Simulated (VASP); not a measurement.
# BAs (F-43m) in VASP: a series of runs

Runs on BAs. Level: PBE. Tasks: single point.

Program: VASP 6.6.1. These are calculated values, not measurements. Logs are shortened: lines on timing, memory, paths and dates and some standing lists are left out, and cuts for length are marked.

**1. The cell of the first run**

The structure is cubic, space group F-43m (No. 216). The conventional cell has a = 4.740 Å, b = 4.740 Å, c = 4.740 Å, α = 90.00°, β = 90.00°, γ = 90.00°. B (site symmetry -43m) has 4 As at 2.05 Å within 2.7 Å. As (site symmetry -43m) has 4 B at 2.05 Å within 2.7 Å.

**2. Single point, PBE**

INCAR reads:

```
PREC = Accurate
ENCUT = 500
EDIFF = 1E-6
ISMEAR = 0
SIGMA = 0.01
LREAL = False
LASPH = True
NELM = 120
ALGO = Normal
ISIF = 2
LWAVE = False
LCHARG = True
GGA = PE
LELF = True
LVHAR = True
NBANDS = 11
GGA_COMPAT = False
```

KPOINTS reads:

```
Automatic mesh
0
Gamma
  4 4 4
```

POSCAR reads:

```
BAs
1.0
    0.0000000000      2.3700000000      2.3700000000
    2.3700000000      0.0000000000      2.3700000000
    2.3700000000      2.3700000000      0.0000000000
B As
1 1
Direct
    0.0000000000      0.0000000000      0.0000000000
    0.2500000000      0.2500000000      0.2500000000
```

Potentials or basis: VASP PAW PBE potentials, release 64 (B, As).

Started as:

```sh
cat potpaw_PBE.64/B/POTCAR potpaw_PBE.64/As/POTCAR > POTCAR
mpirun -np 1 vasp_std > vasp.out
```

OUTCAR:

```text
PREC = Accurate
   ENCUT = 500
   EDIFF = 1E-6
   ISMEAR = 0
   LREAL = False
   LASPH = True
   NELM = 120
   ISIF = 2
   GGA = PE

 ion  position               nearest neighbor table
   1  0.000  0.000  0.000-   2 2.05   2 2.05   2 2.05   2 2.05
   2  0.250  0.250  0.250-   1 2.05   1 2.05   1 2.05   1 2.05

  LATTYP: Found a face centered cubic cell.
 ALAT       =     4.7400000000

  Lattice vectors:

 A1 = (   0.0000000000,   2.3700000000,   2.3700000000)
 A2 = (   2.3700000000,   0.0000000000,   2.3700000000)
 A3 = (   2.3700000000,   2.3700000000,   0.0000000000)

Analysis of symmetry for initial positions (statically):
=====================================================================
 Subroutine PRICEL returns:
 Original cell was already a primitive cell.

 Routine SETGRP: Setting up the symmetry group for a
 face centered cubic supercell.

 Subroutine GETGRP returns: Found 24 space group operations
 (whereof 24 operations were pure point group operations)
 out of a pool of 48 trial point group operations.

The static configuration has the point symmetry T_d .

Analysis of symmetry for dynamics (positions and initial velocities):
=====================================================================
 Subroutine PRICEL returns:
 Original cell was already a primitive cell.

 Routine SETGRP: Setting up the symmetry group for a
 face centered cubic supercell.

 Subroutine GETGRP returns: Found 24 space group operations
 (whereof 24 operations were pure point group operations)
 out of a pool of 48 trial point group operations.

The dynamic configuration has the point symmetry T_d .

 Subroutine INISYM returns: Found 24 space group operations
 (whereof 24 operations are pure point group operations),
 and found     1 'primitive' translations

----------------------------------------------------------------------------------------

                                     Primitive cell

  volume of cell :      26.6241

  direct lattice vectors                    reciprocal lattice vectors
     0.000000000  2.370000000  2.370000000    -0.210970464  0.210970464  0.210970464
     2.370000000  0.000000000  2.370000000     0.210970464 -0.210970464  0.210970464
     2.370000000  2.370000000  0.000000000     0.210970464  0.210970464 -0.210970464

  length of vectors
     3.351686143  3.351686143  3.351686143     0.365411563  0.365411563  0.365411563

  position of ions in fractional coordinates (direct lattice)
     0.000000000  0.000000000  0.000000000
     0.250000000  0.250000000  0.250000000

  ion indices of the primitive-cell ions
   primitive index   ion index
                 1           1
                 2           2

----------------------------------------------------------------------------------------

 KPOINTS: Automatic mesh

Automatic generation of k-mesh.
 Grid dimensions read from file:
 generate k-points for:    4    4    4

 Generating k-lattice:

  Cartesian coordinates                     Fractional coordinates (reciprocal lattice)
    -0.052742616  0.052742616  0.052742616     0.250000000  0.000000000  0.000000000
     0.052742616 -0.052742616  0.052742616     0.000000000  0.250000000  0.000000000
     0.052742616  0.052742616 -0.052742616     0.000000000  0.000000000  0.250000000

  Length of vectors
     0.091352891  0.091352891  0.091352891

  Shift w.r.t. Gamma in fractional coordinates (k-lattice)
     0.000000000  0.000000000  0.000000000

 Subroutine IBZKPT returns following result:
 ===========================================

 Found      8 irreducible k-points:

 Following reciprocal coordinates:
            Coordinates               Weight
  0.000000  0.000000  0.000000      1.000000
  0.250000  0.000000  0.000000      8.000000
  0.500000  0.000000  0.000000      4.000000
  0.250000  0.250000  0.000000      6.000000
  0.500000  0.250000  0.000000     24.000000
 -0.250000  0.250000  0.000000     12.000000
  0.500000  0.500000  0.000000      3.000000
 -0.250000  0.500000  0.250000      6.000000
   k-points           NKPTS =      8   k-points in BZ     NKDIM =      8   number of bands    NBANDS=     11
   number of dos      NEDOS =    301   number of ions     NIONS =      2
   total plane-waves  NPLWV =  13824
   dimension x,y,z NGX =    24 NGY =   24 NGZ =   24
   dimension x,y,z NGXF=    48 NGYF=   48 NGZF=   48
   ions per type =               1   1
   NGX,Y,Z   is equivalent  to a cutoff of  11.90, 11.90, 11.90 a.u.
   NGXF,Y,Z  is equivalent  to a cutoff of  23.81, 23.81, 23.81 a.u.
 SYSTEM =  unknown system
   PREC   = accura    normal or accurate (medium, high low for compatibility)
   ISTART =      0    job   : 0-new  1-cont  2-samecut
   ICHARG =      2    charge: 1-file 2-atom 10-const
   ISPIN  =      1    spin polarized calculation?
   LNONCOLLINEAR =      F non collinear calculations
   LSORBIT =      F    spin-orbit coupling
   LASPH  =      T    aspherical Exc in radial PAW
   ENCUT  =  500.0 eV  36.75 Ry    6.06 a.u.   6.11  6.11  6.11*2*pi/ulx,y,z
   NELM   =    120;   NELMIN=  2; NELMDL= -5     # of ELM steps
   EDIFF  = 0.1E-05   stopping-criterion for ELM
   LREAL  =      F    real-space projection
   EDIFFG = 0.1E-04   stopping-criterion for IOM
   NSW    =      0    number of steps for IOM
   IBRION =     -1    ionic relax: 0-MD 1-quasi-New 2-CG
   NFREE  =      0    steps in history (QN), initial steepest desc. (CG)
   ISIF   =      2    stress and relaxation
   ISYM   =      2    0-nonsym 1-usesym 2-fastsym
   POTIM  = 0.5000    time-step for ionic-motion
   TEBEG  =    0.0;   TEEND  =   0.0 temperature during run
   PSTRESS=    0.0 pullay stress
   NELECT =       8.0000    total number of electrons
   NUPDOWN=      -1.0000    fix difference up-down
   EMIN   =  10.00;   EMAX   =-10.00  energy-range for DOS
   EFERMI =   0.00;   METHOD = LEGACY
   ISMEAR =     0;   SIGMA  =   0.01  broadening in eV -4-tet -1-fermi 0-gaus
   EFERMI_NEDOS =   21; number of points for ismear=-14 and -15
   IALGO  =     38    algorithm
   IMIX   =      4    mixing-type and parameters
     AMIX     =   0.40;   BMIX     =  1.00
     AMIX_MAG =   1.60;   BMIX_MAG =  1.00
  volume/ion in A,a.u.               =      13.31        89.83
  Fermi-wavevector in a.u.,A,eV,Ry     =   1.096511  2.072106 16.358791  1.202337
  Thomas-Fermi vector in A             =   2.232855
   LORBIT       =      0    0 simple, 1 ext, 2 COOP (PROOUT), +10 PAW based schemes
   GGA     = PE    functional components
   LHFCALC =     F    Hartree Fock is set to
   AEXX    =    0.0000 exact exchange contribution
   IVDW    =     0    specifies the selected vdW correction
   LEPSILON=     F    determine dielectric tensor
   LRPA    =     F    only Hartree local field effects (RPA)
 non-spin polarized calculation
 Gauss-broadening in eV      SIGMA  =   0.01
  energy-cutoff  :      500.00
  volume of cell :       26.62
 maximum number of plane-waves:       692
   NGX = 13   NGY = 13   NGZ = 13

 number of electron       8.0000001 magnetization

 Free energy of the ion-electron system (eV)
  ---------------------------------------------------
  ext. energy  EPLUGINS =         0.00000000
  ---------------------------------------------------
  free energy    TOTEN  =       -11.20452366 eV

  energy without entropy =      -11.20452366  energy(sigma->0) =      -11.20452366

 E-fermi :   6.5341     XC(G=0): -10.6643

 val. band max:        6.4272421331   @ k =   0.0000   0.0000   0.0000
 cond. band min:       7.8053493314   @ k =   0.5000   0.5000   0.0000
 fundamental gap:      1.3781071983
 Fermi energy:         6.5340510173

 k-point     1 :       0.0000    0.0000    0.0000
  band No.  band energies     occupation
      1      -9.2023      2.00000
      2       6.4272      2.00000
      3       6.4272      2.00000
      4       6.4272      2.00000
      5       9.7157      0.00000
      6       9.7157      0.00000
      7       9.7157      0.00000
      8      11.4157      0.00000
      9      16.1186      0.00000
     10      19.4462      0.00000
     11      19.4462      0.00000

 k-point     2 :       0.2500    0.0000    0.0000
  band No.  band energies     occupation
      1      -8.1774      2.00000
      2       1.4035      2.00000
      3       5.2465      2.00000
      4       5.2465      2.00000
      5       9.6103      0.00000
      6      11.1157      0.00000
      7      11.1157      0.00000
      8      14.4911      0.00000
      9      17.6909      0.00000
     10      17.6909      0.00000
     11      17.8386      0.00000

 k-point     3 :       0.5000    0.0000    0.0000
  band No.  band energies     occupation
      1      -6.2423      2.00000
      2      -2.5479      2.00000
      3       4.5602      2.00000
      4       4.5602      2.00000
      5       9.2519      0.00000
      6      11.2149      0.00000
      7      11.2149      0.00000
      8      15.3255      0.00000
      9      19.3200      0.00000
     10      21.1549      0.00000
     11      21.1549      0.00000

 k-point     4 :       0.2500    0.2500    0.0000
  band No.  band energies     occupation
      1      -7.8252      2.00000
      2       2.3136      2.00000
      3       3.6451      2.00000
      4       3.6451      2.00000
      5       8.0576      0.00000
      6      10.9749      0.00000
      7      13.9396      0.00000
      8      13.9396      0.00000
      9      16.8972      0.00000
     10      20.4911      0.00000
     11      20.9583      0.00000

 k-point     5 :       0.5000    0.2500    0.0000
  band No.  band energies     occupation
      1      -5.8333      2.00000
      2      -1.4208      2.00000
      3       1.5781      2.00000
      4       3.1635      2.00000
      5       8.7992      0.00000
      6      12.3352      0.00000
      7      14.2389      0.00000
      8      14.4318      0.00000
      9      18.5856      0.00000
     10      21.5815      0.00000
     11      22.4169      0.00000

 k-point     6 :      -0.2500    0.2500    0.0000
  band No.  band energies     occupation
      1      -6.6170      2.00000
      2      -0.3087      2.00000
      3       1.1990      2.00000
      4       4.4068      2.00000
      5       9.9745      0.00000
      6      12.6057      0.00000
      7      13.4980      0.00000
      8      13.9501      0.00000
      9      16.8140      0.00000
     10      18.7274      0.00000
     11      22.3247      0.00000

 k-point     7 :       0.5000    0.5000    0.0000
  band No.  band energies     occupation
      1      -4.8871      2.00000
      2      -2.2436      2.00000
      3       2.2375      2.00000
      4       2.2375      2.00000
      5       7.8053      0.00000
      6       7.8314      0.00000
      7      18.0167      0.00000
      8      18.0167      0.00000
      9      19.5117      0.00000
     10      24.0798      0.00000
     11      24.4283      0.00000

 k-point     8 :      -0.2500    0.5000    0.2500
  band No.  band energies     occupation
      1      -4.7134      2.00000
      2      -1.7517      2.00000
      3       0.7771      2.00000
      4       1.0778      2.00000
      5      11.6653      0.00000
      6      12.4888      0.00000
      7      13.2620      0.00000
      8      13.5901      0.00000
      9      18.9074      0.00000
     10      22.2504      0.00000
     11      22.2748      0.00000

------------------------ aborting loop because EDIFF is reached ----------------------------------------

  FORCE on cell =-STRESS in cart. coord.  units (eV):
  Direction    XX          YY          ZZ          XY          YZ          ZX
  --------------------------------------------------------------------------------------
  -------------------------------------------------------------------------------------
  Total        1.2719286      1.2719286      1.2719286      0.0000000     -0.0000000     -0.0000000
  in kB       76.5417287     76.5417287     76.5417287      0.0000000     -0.0000000     -0.0000000
  external PRESSURE =      76.5417287 kB  Pullay stress =       0.0000000 kB

 VOLUME and BASIS-vectors are now :
 -----------------------------------------------------------------------------
  energy-cutoff  :      500.00
  volume of cell :       26.62
      direct lattice vectors                 reciprocal lattice vectors
     0.000000000  2.370000000  2.370000000    -0.210970464  0.210970464  0.210970464
     2.370000000  0.000000000  2.370000000     0.210970464 -0.210970464  0.210970464
     2.370000000  2.370000000  0.000000000     0.210970464  0.210970464 -0.210970464

 POSITION                                       TOTAL-FORCE (eV/Angst)
 -----------------------------------------------------------------------------------
      0.00000      0.00000      0.00000        -0.000000      0.000000      0.000000
      1.18500      1.18500      1.18500         0.000000      0.000000     -0.000000
 -----------------------------------------------------------------------------------
    total drift:                                0.000000      0.000000      0.000000

  FREE ENERGIE OF THE ION-ELECTRON SYSTEM (eV)
  ---------------------------------------------------
  free  energy   TOTEN  =       -11.2045236609 eV

  energy  without entropy=      -11.2045236609  energy(sigma->0) =      -11.20452366
```

Run time: 7.8 s. Hardware: 1 thread of AMD EPYC 7R13, shared host; peak memory 0.1 GiB.

What came out:

| Item | Value |
| --- | --- |
| Free energy | -11.2045 eV |
| Pressure | 7.7 GPa |
| Band gap on the k mesh | 1.38 eV, indirect (least direct gap 3.29 eV) |

Caveat: the k points lie up to 0.57 Å⁻¹ apart. A k mesh can miss the band edges.

(Continued in part 2 of 2.)
